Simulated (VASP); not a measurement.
# EuBe4 (Pm-3m) in VASP: further runs, part 2 of 2

VASP 6.6.1. Earlier steps stand in the parts before.

## Step 3: Single point, PBE, collinear spin, ferromagnetic start

The input, INCAR:

```
ALGO = Normal
EDIFF = 1E-6
ENCUT = 520
GGA = PE
ISIF = 2
ISMEAR = 0
ISPIN = 2
LASPH = T
LCHARG = F
LMAXMIX = 6
LORBIT = 11
LREAL = F
LWAVE = F
MAGMOM = 7 0 0 0 0
NBANDS = 24
NELM = 150
PREC = Accurate
SIGMA = 0.1
```

The input, KPOINTS:

```
k-points
0
Gamma
  4 4 4
```

The input, POSCAR:

```
EuBe4
1.0
    4.0944692230      0.0000000000      0.0000000000
    0.0000000000      4.0944692230      0.0000000000
    0.0000000000      0.0000000000      4.0944692230
Eu Be
1 4
Direct
    0.0000000000      0.0000000000      0.0000000000
    0.0000000000      0.5000000000      0.5000000000
    0.5000000000      0.0000000000      0.5000000000
    0.5000000000      0.5000000000      0.0000000000
    0.5000000000      0.5000000000      0.5000000000
```

Potentials or basis: VASP PAW PBE potentials, release 64 (Eu, Be).

On the command line:

```bash
> cat potpaw_PBE.64/Eu/POTCAR potpaw_PBE.64/Be/POTCAR > POTCAR
> mpirun -np 1 vasp_std > vasp.out
```

OUTCAR:

```text
EDIFF = 1E-6
   ENCUT = 520
   GGA = PE
   ISIF = 2
   ISMEAR = 0
   ISPIN = 2
   LASPH = T
   LORBIT = 11
   LREAL = F
   NELM = 150
   PREC = Accurate

 ion  position               nearest neighbor table
   1  0.000  0.000  0.000-   2 2.90   3 2.90   4 2.90   2 2.90   3 2.90   2 2.90   4 2.90   2 2.90
                             3 2.90   4 2.90   3 2.90   4 2.90
   2  0.000  0.500  0.500-   5 2.05   5 2.05   1 2.90   1 2.90   1 2.90   1 2.90
   3  0.500  0.000  0.500-   5 2.05   5 2.05   1 2.90   1 2.90   1 2.90   1 2.90
   4  0.500  0.500  0.000-   5 2.05   5 2.05   1 2.90   1 2.90   1 2.90   1 2.90
   5  0.500  0.500  0.500-   2 2.05   3 2.05   4 2.05   4 2.05   3 2.05   2 2.05

  LATTYP: Found a simple cubic cell.
 ALAT       =     4.0944692230

  Lattice vectors:

 A1 = (   4.0944692230,   0.0000000000,   0.0000000000)
 A2 = (   0.0000000000,   4.0944692230,   0.0000000000)
 A3 = (   0.0000000000,   0.0000000000,   4.0944692230)

Analysis of symmetry for initial positions (statically):
=====================================================================
 Subroutine PRICEL returns:
 Original cell was already a primitive cell.

 Routine SETGRP: Setting up the symmetry group for a
 simple cubic supercell.

 Subroutine GETGRP returns: Found 48 space group operations
 (whereof 48 operations were pure point group operations)
 out of a pool of 48 trial point group operations.

The static configuration has the point symmetry O_h .

Analysis of symmetry for dynamics (positions and initial velocities):
=====================================================================
 Subroutine PRICEL returns:
 Original cell was already a primitive cell.

 Routine SETGRP: Setting up the symmetry group for a
 simple cubic supercell.

 Subroutine GETGRP returns: Found 48 space group operations
 (whereof 48 operations were pure point group operations)
 out of a pool of 48 trial point group operations.

The dynamic configuration has the point symmetry O_h .

Analysis of structural, dynamic, and magnetic symmetry:
=====================================================================
 Subroutine PRICEL returns:
 Original cell was already a primitive cell.

 Routine SETGRP: Setting up the symmetry group for a
 simple cubic supercell.

 Subroutine GETGRP returns: Found 48 space group operations
 (whereof 48 operations were pure point group operations)
 out of a pool of 48 trial point group operations.

The overall configuration has the point symmetry O_h .

 Subroutine INISYM returns: Found 48 space group operations
 (whereof 48 operations are pure point group operations),
 and found     1 'primitive' translations

----------------------------------------------------------------------------------------

                                     Primitive cell

  volume of cell :      68.6425

  direct lattice vectors                    reciprocal lattice vectors
     4.094469223  0.000000000  0.000000000     0.244231901  0.000000000  0.000000000
     0.000000000  4.094469223  0.000000000     0.000000000  0.244231901  0.000000000
[... 77 lines left out ...]
   LREAL  =      F    real-space projection
   EDIFFG = 0.1E-04   stopping-criterion for IOM
   NSW    =      0    number of steps for IOM
   IBRION =     -1    ionic relax: 0-MD 1-quasi-New 2-CG
   NFREE  =      0    steps in history (QN), initial steepest desc. (CG)
   ISIF   =      2    stress and relaxation
   ISYM   =      2    0-nonsym 1-usesym 2-fastsym
   POTIM  = 0.5000    time-step for ionic-motion
   TEBEG  =    0.0;   TEEND  =   0.0 temperature during run
   PSTRESS=    0.0 pullay stress
   NELECT =      25.0000    total number of electrons
   NUPDOWN=      -1.0000    fix difference up-down
   EMIN   =  10.00;   EMAX   =-10.00  energy-range for DOS
   EFERMI =   0.00;   METHOD = LEGACY
   ISMEAR =     0;   SIGMA  =   0.10  broadening in eV -4-tet -1-fermi 0-gaus
   EFERMI_NEDOS =   21; number of points for ismear=-14 and -15
   IALGO  =     38    algorithm
   IMIX   =      4    mixing-type and parameters
     AMIX     =   0.40;   BMIX     =  1.00
     AMIX_MAG =   1.60;   BMIX_MAG =  1.00
  volume/ion in A,a.u.               =      13.73        92.64
  Fermi-wavevector in a.u.,A,eV,Ry     =   1.169115  2.209307 18.596849  1.366830
  Thomas-Fermi vector in A             =   2.305592
   LORBIT       =     11    0 simple, 1 ext, 2 COOP (PROOUT), +10 PAW based schemes
   GGA     = PE    functional components
   LHFCALC =     F    Hartree Fock is set to
   AEXX    =    0.0000 exact exchange contribution
   IVDW    =     0    specifies the selected vdW correction
   LEPSILON=     F    determine dielectric tensor
   LRPA    =     F    only Hartree local field effects (RPA)
 spin polarized calculation
 Gauss-broadening in eV      SIGMA  =   0.10
  energy-cutoff  :      520.00
  volume of cell :       68.64
 maximum number of plane-waves:      1856
   NGX = 15   NGY = 15   NGZ = 15

 number of electron      25.0000010 magnetization       7.0720851

 Free energy of the ion-electron system (eV)
  ---------------------------------------------------
  ext. energy  EPLUGINS =         0.00000000
  ---------------------------------------------------
  free energy    TOTEN  =       -24.91889836 eV

  energy without entropy =      -24.89429919  energy(sigma->0) =      -24.90659878

 E-fermi :   3.8581     XC(G=0): -10.1426

 val. band max:        3.8510290504   @ k =   0.2500   0.2500   0.0000
 cond. band min:       3.8658016455   @ k =   0.5000   0.2500   0.2500
 fundamental gap:      0.0147725950
 Fermi energy:         3.8580783812

 spin component 1

 k-point     1 :       0.0000    0.0000    0.0000
  band No.  band energies     occupation
      1     -36.9541      1.00000
      2     -15.6313      1.00000
      3     -15.6313      1.00000
      4     -15.6313      1.00000
      5      -3.9404      1.00000
      6       1.9423      1.00000
[... 259 lines left out ...]
     23      10.2098      0.00000
     24      10.2098      0.00000
 Fermi energy:         3.8580783812

 spin component 2

 k-point     1 :       0.0000    0.0000    0.0000
  band No.  band energies     occupation
      1     -33.9503      1.00000
      2     -13.4610      1.00000
      3     -13.4610      1.00000
      4     -13.4610      1.00000
      5      -3.7308      1.00000
      6       2.1170      1.00000
[... 259 lines left out ...]
     23      10.9008      0.00000
     24      10.9008      0.00000

------------------------ aborting loop because EDIFF is reached ----------------------------------------

  FORCE on cell =-STRESS in cart. coord.  units (eV):
  Direction    XX          YY          ZZ          XY          YZ          ZX
  --------------------------------------------------------------------------------------
  -------------------------------------------------------------------------------------
  Total       -0.0499710     -0.0499710     -0.0499710      0.0000000     -0.0000000      0.0000000
  in kB       -1.1663680     -1.1663680     -1.1663680      0.0000000     -0.0000000      0.0000000
  external PRESSURE =      -1.1663680 kB  Pullay stress =       0.0000000 kB

 VOLUME and BASIS-vectors are now :
 -----------------------------------------------------------------------------
  energy-cutoff  :      520.00
  volume of cell :       68.64
      direct lattice vectors                 reciprocal lattice vectors
     4.094469223  0.000000000  0.000000000     0.244231901  0.000000000  0.000000000
     0.000000000  4.094469223  0.000000000     0.000000000  0.244231901  0.000000000
     0.000000000  0.000000000  4.094469223     0.000000000  0.000000000  0.244231901

 POSITION                                       TOTAL-FORCE (eV/Angst)
 -----------------------------------------------------------------------------------
      0.00000      0.00000      0.00000         0.000000      0.000000      0.000000
      0.00000      2.04723      2.04723         0.000000      0.000000      0.000000
      2.04723      0.00000      2.04723         0.000000      0.000000      0.000000
      2.04723      2.04723      0.00000         0.000000      0.000000      0.000000
      2.04723      2.04723      2.04723         0.000000      0.000000      0.000000
 -----------------------------------------------------------------------------------
    total drift:                               -0.000000     -0.000000     -0.000000

  FREE ENERGIE OF THE ION-ELECTRON SYSTEM (eV)
  ---------------------------------------------------
  free  energy   TOTEN  =       -24.9188983629 eV

  energy  without entropy=      -24.8942991919  energy(sigma->0) =      -24.90659878

 total charge

# of ion       s       p       d       f       tot
--------------------------------------------------
    1        2.050   5.737   0.547   6.440  14.775
    2        0.433   0.523   0.000   0.000   0.956
    3        0.433   0.523   0.000   0.000   0.956
    4        0.433   0.523   0.000   0.000   0.956
    5        0.442   0.812   0.000   0.000   1.254
--------------------------------------------------
tot          3.791   8.119   0.547   6.440  18.897

 magnetization (x)

# of ion       s       p       d       f       tot
--------------------------------------------------
    1       -0.010  -0.087   0.144   6.413   6.459
    2        0.001   0.031   0.000   0.000   0.031
    3        0.001   0.031   0.000   0.000   0.031
    4        0.001   0.031   0.000   0.000   0.031
    5       -0.011  -0.053   0.000   0.000  -0.064
--------------------------------------------------
tot         -0.020  -0.048   0.144   6.413   6.489
```

OSZICAR:

```text
N       E                     dE             d eps       ncg     rms          rms(c)
DAV:   1     0.126329989364E+03    0.12633E+03   -0.93408E+03  1360   0.379E+03
DAV:   2    -0.493890860611E+01   -0.13127E+03   -0.11616E+03  1464   0.342E+02
DAV:   3    -0.220304676697E+02   -0.17092E+02   -0.16676E+02  1448   0.931E+01
[... 25 lines left out ...]
DAV:  29    -0.249188810053E+02   -0.18804E-03   -0.18258E-04  1344   0.140E-01    0.999E-01
DAV:  30    -0.249188803545E+02    0.65079E-06   -0.35662E-05  1768   0.758E-02    0.613E-01
DAV:  31    -0.249188901493E+02   -0.97948E-05   -0.33155E-06  1040   0.283E-02    0.402E-01
DAV:  32    -0.249188959777E+02   -0.58284E-05   -0.36922E-06  1192   0.345E-02    0.179E-01
DAV:  33    -0.249188982603E+02   -0.22825E-05   -0.23910E-06   968   0.324E-02    0.218E-02
DAV:  34    -0.249188983629E+02   -0.10259E-06   -0.94285E-07   808   0.848E-03
   1 F= -.24918898E+02 E0= -.24906599E+02  d E =-.245992E-01  mag=     7.0718
```

stdout:

```text
POSCAR found type information on POSCAR EuBe
 POSCAR found :  2 types and       5 ions
 scaLAPACK will be used
 LDA part: xc-table for (Slater+PW92), standard interpolation
 POSCAR, INCAR and KPOINTS ok, starting setup
 FFT: planning ... GRIDC
 FFT: planning ... GRID_SOFT
 FFT: planning ... GRID
 WAVECAR not read
 entering main loop
```

It took 2.8 min on 1 thread of Oxide Virtual Turin-like, shared host; peak memory 0.17 GiB.

Results:

| Property | Result |
| --- | --- |
| Free energy | -24.9189 eV |
| Pressure | -0.1 GPa |
| Net moment | 7.07 μB per cell |
| Site moments | Eu +6.46; Be +0.03, -0.06 μB |
| Valence electrons inside the program's atomic spheres | Eu 14.78; Be 0.96, 1.25 |

Caveat: the k points lie up to 0.38 Å⁻¹ apart; spin-orbit coupling is left out, which moves the levels of the heavy elements; without U or exact exchange the open f shell lies at the Fermi level, which spoils levels, moments and volumes.
